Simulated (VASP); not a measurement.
# RbBr (P4/mmm) in VASP: single point with HSE06

Aim: the single point of RbBr with HSE06.

Program: VASP 6.6.1. These are calculated values, not measurements. Logs are shortened: lines on timing, memory, paths and dates and some standing lists are left out, and cuts for length are marked.

## Step 1: The cell of the first run

Symmetry: P4/mmm, No. 123, tetragonal system. Conventional cell: a = 4.124 Å, b = 4.124 Å, c = 4.336 Å, α = 90.00°, β = 90.00°, γ = 90.00°. Within 4.8 Å of Rb (site symmetry 4/mmm) lie 8 Br at 3.63 Å and 6 Rb at 4.12 to 4.34 Å. Within 4.8 Å of Br (site symmetry 4/mmm) lie 8 Rb at 3.63 Å and 6 Br at 4.12 to 4.34 Å.

## Step 2: Single point, HSE06 (uniaxial y strain +5.1%)

POSCAR reads:

```
RbBr
1.0
    4.1242532581      0.0000000000      0.0000000000
    0.0000000000      4.3358274503      0.0000000000
    0.0000000000      0.0000000000      4.1242532581
Rb Br
1 1
Direct
    0.0000000000      0.0000000000      0.0000000000
    0.5000000000      0.5000000000      0.5000000000
```

INCAR.step1 reads:

```
ALGO = Normal
EDIFF = 1E-5
ENCUT = 520
GGA = PE
ISIF = 2
ISMEAR = 0
LASPH = True
LCHARG = False
LREAL = False
LWAVE = True
NBANDS = 15
NELM = 60
PREC = Accurate
SIGMA = 0.01
```

INCAR.step2 reads:

```
ALGO = Normal
EDIFF = 1E-6
ENCUT = 520
GGA = PE
HFSCREEN = 0.2079
ISIF = 2
ISMEAR = 0
ISTART = 1
LASPH = True
LCHARG = False
LHFCALC = True
LREAL = False
LWAVE = False
NBANDS = 15
NELM = 60
PREC = Accurate
PRECFOCK = Normal
SIGMA = 0.01
```

KPOINTS reads:

```
k-points
0
Gamma
  4 4 4
```

Potentials or basis: VASP PAW PBE potentials, release 64 (Rb_sv, Br).

The run is started by

```console
$ cat potpaw_PBE.64/Rb_sv/POTCAR potpaw_PBE.64/Br/POTCAR > POTCAR
$ cp INCAR.step1 INCAR
$ mpirun -np 1 vasp_std > vasp.out
$ cp INCAR.step2 INCAR
$ mpirun -np 1 vasp_std > vasp.out
```

OUTCAR:

```text
EDIFF = 1E-6
   ENCUT = 520
   GGA = PE
   HFSCREEN = 0.2079
   ISIF = 2
   ISMEAR = 0
   ISTART = 1
   LASPH = True
   LHFCALC = True
   LREAL = False
   NELM = 60
   PREC = Accurate
   PRECFOCK = Normal

 ion  position               nearest neighbor table
   1  0.000  0.000  0.000-   2 3.63   2 3.63   2 3.63   2 3.63   2 3.63   2 3.63   2 3.63   2 3.63

   2  0.500  0.500  0.500-   1 3.63   1 3.63   1 3.63   1 3.63   1 3.63   1 3.63   1 3.63   1 3.63

  LATTYP: Found a simple tetragonal cell.
 ALAT       =     4.1242532581
 C/A-ratio  =     1.0513000000

  Lattice vectors:

 A1 = (  -4.1242532581,   0.0000000000,   0.0000000000)
 A2 = (   0.0000000000,   0.0000000000,   4.1242532581)
 A3 = (   0.0000000000,   4.3358274503,   0.0000000000)

Analysis of symmetry for initial positions (statically):
=====================================================================
 Subroutine PRICEL returns:
 Original cell was already a primitive cell.

 Routine SETGRP: Setting up the symmetry group for a
 simple tetragonal supercell.

 Subroutine GETGRP returns: Found 16 space group operations
 (whereof 16 operations were pure point group operations)
 out of a pool of 16 trial point group operations.

The static configuration has the point symmetry D_4h.

Analysis of symmetry for dynamics (positions and initial velocities):
=====================================================================
 Subroutine PRICEL returns:
 Original cell was already a primitive cell.

 Routine SETGRP: Setting up the symmetry group for a
 simple tetragonal supercell.

 Subroutine GETGRP returns: Found 16 space group operations
 (whereof 16 operations were pure point group operations)
 out of a pool of 16 trial point group operations.

The dynamic configuration has the point symmetry D_4h.

 Subroutine INISYM returns: Found 16 space group operations
 (whereof 16 operations are pure point group operations),
 and found     1 'primitive' translations

----------------------------------------------------------------------------------------

                                     Primitive cell

  volume of cell :      73.7501

  direct lattice vectors                    reciprocal lattice vectors
     4.124253258  0.000000000  0.000000000     0.242468136  0.000000000  0.000000000
     0.000000000  4.335827450  0.000000000     0.000000000  0.230636484  0.000000000
     0.000000000  0.000000000  4.124253258     0.000000000  0.000000000  0.242468136

  length of vectors
     4.124253258  4.335827450  4.124253258     0.242468136  0.230636484  0.242468136

  position of ions in fractional coordinates (direct lattice)
     0.000000000  0.000000000  0.000000000
     0.500000000  0.500000000  0.500000000

  ion indices of the primitive-cell ions
   primitive index   ion index
                 1           1
                 2           2

----------------------------------------------------------------------------------------

 KPOINTS: k-points

Automatic generation of k-mesh.
 Grid dimensions read from file:
 generate k-points for:    4    4    4

 Generating k-lattice:

  Cartesian coordinates                     Fractional coordinates (reciprocal lattice)
     0.060617034  0.000000000  0.000000000     0.250000000  0.000000000  0.000000000
     0.000000000  0.057659121  0.000000000     0.000000000  0.250000000  0.000000000
     0.000000000  0.000000000  0.060617034     0.000000000  0.000000000  0.250000000

  Length of vectors
     0.060617034  0.057659121  0.060617034

  Shift w.r.t. Gamma in fractional coordinates (k-lattice)
     0.000000000  0.000000000  0.000000000

 Subroutine IBZKPT returns following result:
 ===========================================

 Found     18 irreducible k-points:

 Following reciprocal coordinates:
            Coordinates               Weight
  0.000000  0.000000  0.000000      1.000000
  0.250000  0.000000  0.000000      4.000000
  0.500000  0.000000  0.000000      2.000000
  0.000000  0.250000  0.000000      2.000000
  0.250000  0.250000  0.000000      8.000000
  0.500000  0.250000  0.000000      4.000000
[... 10 lines left out ...]
  0.500000  0.250000  0.500000      2.000000
  0.500000  0.500000  0.500000      1.000000
   k-points           NKPTS =     18   k-points in BZ     NKDIM =     64   number of bands    NBANDS=     15
   number of dos      NEDOS =    301   number of ions     NIONS =      2
   total plane-waves  NPLWV =  32768
   dimension x,y,z NGX =    32 NGY =   32 NGZ =   32
   dimension x,y,z NGXF=    64 NGYF=   64 NGZF=   64
   ions per type =               1   1
   NGX,Y,Z   is equivalent  to a cutoff of  12.90, 12.27, 12.90 a.u.
   NGXF,Y,Z  is equivalent  to a cutoff of  25.80, 24.54, 25.80 a.u.
 SYSTEM =  unknown system
   PREC   = accura    normal or accurate (medium, high low for compatibility)
   ISTART =      1    job   : 0-new  1-cont  2-samecut
   ICHARG =      0    charge: 1-file 2-atom 10-const
   ISPIN  =      1    spin polarized calculation?
   LNONCOLLINEAR =      F non collinear calculations
   LSORBIT =      F    spin-orbit coupling
   LASPH  =      T    aspherical Exc in radial PAW
   ENCUT  =  520.0 eV  38.22 Ry    6.18 a.u.   7.67  8.06  7.67*2*pi/ulx,y,z
   NELM   =     60;   NELMIN=  2; NELMDL=  0     # of ELM steps
   EDIFF  = 0.1E-05   stopping-criterion for ELM
   LREAL  =      F    real-space projection
   EDIFFG = 0.1E-04   stopping-criterion for IOM
   NSW    =      0    number of steps for IOM
   IBRION =     -1    ionic relax: 0-MD 1-quasi-New 2-CG
   NFREE  =      0    steps in history (QN), initial steepest desc. (CG)
   ISIF   =      2    stress and relaxation
   ISYM   =      3    0-nonsym 1-usesym 2-fastsym
   POTIM  = 0.5000    time-step for ionic-motion
   TEBEG  =    0.0;   TEEND  =   0.0 temperature during run
   PSTRESS=    0.0 pullay stress
   NELECT =      16.0000    total number of electrons
   NUPDOWN=      -1.0000    fix difference up-down
   EMIN   =  10.00;   EMAX   =-10.00  energy-range for DOS
   EFERMI =   0.00;   METHOD = LEGACY
   ISMEAR =     0;   SIGMA  =   0.01  broadening in eV -4-tet -1-fermi 0-gaus
   EFERMI_NEDOS =   21; number of points for ismear=-14 and -15
   IALGO  =     38    algorithm
   IMIX   =      1    mixing-type and parameters
     AMIX     =   0.40;   BMIX     =  1.00
     AMIX_MAG =   1.60;   BMIX_MAG =  1.00
  volume/ion in A,a.u.               =      36.88       248.85
  Fermi-wavevector in a.u.,A,eV,Ry     =   0.983695  1.858915 13.165766  0.967657
  Thomas-Fermi vector in A             =   2.114873
   LORBIT       =      0    0 simple, 1 ext, 2 COOP (PROOUT), +10 PAW based schemes
   GGA     = PE    functional components
   LHFCALC =     T    Hartree Fock is set to
   PRECFOCK=normal    Normal, Fast or Accurate (Low or Medium for compatibility)
   ENCUT4O =  -1.0   cutoff for four orbital integrals eV
   NKREDX  =     1    reduce k-point grid by
   NKREDY  =     1    reduce k-point grid by
   NKREDZ  =     1    reduce k-point grid by
   AEXX    =    0.2500 exact exchange contribution
   HFSCREEN=    0.2079 screening length (either q_TF or 0.3 A-1)
   HFSCREENC=   0.2079 screening length for correlation (either q_TF or 0.3 A-1)
   ENCUTFOCK=  -1.0 apply spherical cutoff to Coloumb kernel
   IVDW    =     0    specifies the selected vdW correction
   LEPSILON=     F    determine dielectric tensor
   LRPA    =     F    only Hartree local field effects (RPA)
 non-spin polarized calculation
 Gauss-broadening in eV      SIGMA  =   0.01
  energy-cutoff  :      520.00
  volume of cell :       73.75
 maximum number of plane-waves:      2008
 NGX is ok and might be reduce to    32
  NGX = 24; NGY = 28; NGZ = 24

 number of electron      16.0000002 magnetization

 Free energy of the ion-electron system (eV)
  ---------------------------------------------------
  ext. energy  EPLUGINS =         0.00000000
  ---------------------------------------------------
  free energy    TOTEN  =        -6.95714192 eV

  energy without entropy =       -6.95714192  energy(sigma->0) =       -6.95714192

 E-fermi :  -1.5884     XC(G=0):  -6.4683

 val. band max:       -1.6460889494   @ k =   0.5000   0.5000   0.0000
 cond. band min:       3.3395624977   @ k =   0.0000   0.0000   0.0000
 fundamental gap:      4.9856514471
 Fermi energy:        -1.5883872650

 k-point     1 :       0.0000    0.0000    0.0000
  band No.  band energies     occupation
      1     -28.6476      2.00000
      2     -15.3173      2.00000
      3     -11.4900      2.00000
      4     -11.4585      2.00000
      5     -11.4585      2.00000
      6      -2.0397      2.00000
      7      -1.8001      2.00000
      8      -1.8001      2.00000
      9       3.3396      0.00000
     10       5.0010      0.00000
     11       5.1680      0.00000
     12       9.3975      0.00000
     13       9.3975      0.00000
     14       9.8070      0.00000
     15      11.8672      0.00000

 k-point     2 :       0.2500    0.0000    0.0000
  band No.  band energies     occupation
      1     -28.6368      2.00000
      2     -15.2995      2.00000
      3     -11.5477      2.00000
      4     -11.4637      2.00000
      5     -11.4359      2.00000
      6      -2.7132      2.00000
      7      -2.0670      2.00000
      8      -1.8072      2.00000
      9       4.5789      0.00000
     10       5.5524      0.00000
     11       6.3428      0.00000
     12       9.1082      0.00000
     13       9.4033      0.00000
     14       9.7594      0.00000
     15      10.0369      0.00000
[... 257 lines left out ...]
      3     -11.7371      2.00000
      4     -11.7371      2.00000
      5     -11.5031      2.00000
      6      -2.9238      2.00000
      7      -2.9238      2.00000
      8      -2.4606      2.00000
      9       5.8277      0.00000
     10       6.8524      0.00000
     11       7.3201      0.00000
     12       7.3201      0.00000
     13       9.6111      0.00000
     14       9.6111      0.00000
     15      11.7820      0.00000

 k-point    18 :       0.5000    0.5000    0.5000
  band No.  band energies     occupation
      1     -28.5954      2.00000
      2     -15.0208      2.00000
      3     -11.7050      2.00000
      4     -11.7050      2.00000
      5     -11.6009      2.00000
      6      -3.0455      2.00000
      7      -3.0455      2.00000
      8      -2.9621      2.00000
      9       7.4219      0.00000
     10       7.5995      0.00000
     11       7.5995      0.00000
     12       8.4729      0.00000
     13       8.9531      0.00000
     14       8.9531      0.00000
     15      11.3042      0.00000

------------------------ aborting loop because EDIFF is reached ----------------------------------------

  FORCE on cell =-STRESS in cart. coord.  units (eV):
  Direction    XX          YY          ZZ          XY          YZ          ZX
  --------------------------------------------------------------------------------------
  -------------------------------------------------------------------------------------
  Total        0.0981430     -0.5791458      0.0981430      0.0000000      0.0000000      0.0000000
  in kB        2.1320986    -12.5815993      2.1320986      0.0000000      0.0000000      0.0000000
  external PRESSURE =      -2.7724673 kB  Pullay stress =       0.0000000 kB

 VOLUME and BASIS-vectors are now :
 -----------------------------------------------------------------------------
  energy-cutoff  :      520.00
  volume of cell :       73.75
      direct lattice vectors                 reciprocal lattice vectors
     4.124253258  0.000000000  0.000000000     0.242468136  0.000000000  0.000000000
     0.000000000  4.335827450  0.000000000     0.000000000  0.230636484  0.000000000
     0.000000000  0.000000000  4.124253258     0.000000000  0.000000000  0.242468136

 POSITION                                       TOTAL-FORCE (eV/Angst)
 -----------------------------------------------------------------------------------
      0.00000      0.00000      0.00000         0.000000      0.000000      0.000000
      2.06213      2.16791      2.06213         0.000000      0.000000      0.000000
 -----------------------------------------------------------------------------------
    total drift:                                0.000000     -0.000000      0.000000

  FREE ENERGIE OF THE ION-ELECTRON SYSTEM (eV)
  ---------------------------------------------------
  free  energy   TOTEN  =        -6.9571419197 eV

  energy  without entropy=       -6.9571419197  energy(sigma->0) =       -6.95714192
```

Run time: 9.9 min. Hardware: 1 thread of Intel Xeon Platinum 8259CL at 2.50GHz (Skylake/Cascade Lake), shared host; peak memory 0.3 GiB.

What came out:

* Free energy: -6.9571 eV
* Pressure: -0.3 GPa
* Band gap on the k mesh: 4.99 eV (least direct gap 5.14 eV)

Levels at points of the mesh, in eV from the valence-band top:
```csv
k point,band 5,band 6,band 7,band 8,band 9,band 10,band 11,band 12
"(0.00, 0.00, 0.00)",-9.81,-0.39,-0.15,-0.15,4.99,6.65,6.81,11.04
"(0.50, 0.00, 0.00)",-9.77,-1.77,-0.45,-0.17,8.00,8.04,8.75,9.82
"(0.00, 0.50, 0.00)",-9.78,-1.74,-0.22,-0.22,7.97,7.98,8.36,9.90
"(0.50, 0.50, 0.00)",-9.75,-1.21,-1.09,0.00,6.33,7.44,9.24,9.41
"(0.50, 0.00, 0.50)",-9.76,-1.16,-1.16,-0.20,6.48,7.07,8.85,8.85
"(0.50, 0.50, 0.50)",-9.95,-1.40,-1.40,-1.32,9.07,9.25,9.25,10.12
```

Caveat: the cell differs from its parent crystal (uniaxial y strain +5.1%); the PAW data sets were made with another functional, which shifts forces and pressure a little. A k mesh can miss the band edges.
